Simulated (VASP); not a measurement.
HgTe, 2 atoms in the cell. Symmetry: F-43m, No. 216, cubic system. Conventional cell: a = 6.609 Å, b = 6.609 Å, c = 6.609 Å, α = 90.00°, β = 90.00°, γ = 90.00°. Within 3.8 Å of Hg (site symmetry -43m) lie 4 Te at 2.86 Å. Within 3.8 Å of Te (site symmetry -43m) lie 4 Hg at 2.86 Å. 

| Quantity | Value |
| --- | --- |
| Program | VASP 6.6.1 |
| Task | relaxation of cell and atoms |
| Functional | PBE |
| Potentials or basis | VASP PAW PBE potentials, release 64 (Hg, Te) |
| Cutoff | 600 eV |
| k mesh | 12 × 12 × 12 |
| Occupations | gaussian, width 0.1 eV |
| Spin | no spin polarisation |
| Target pressure | 2 GPa |
| Dipole correction | no |
| Further INCAR settings | ALGO = Normal; EDIFF = 1e-06; IBRION = 2; EDIFFG = -0.008; NSW = 70; ISIF = 3 |

Potentials or basis: VASP PAW PBE potentials, release 64 (Hg, Te).

Run with:

```bash
$ cat potpaw_PBE.64/Hg/POTCAR potpaw_PBE.64/Te/POTCAR > POTCAR
$ mpirun -np 1 vasp_std > vasp.out
```

Hardware: 1 thread of Intel(R) Xeon(R) 6975P-C (Granite Rapids), with other jobs on the host.

Task: Estimate the wall time of this run.

Result: Run time: 71 s on 1 thread of Intel(R) Xeon(R) 6975P-C (Granite Rapids) (shared host), peak memory 0.3 GiB. Counts: scf iterations 28, k points 72, ion steps 3.
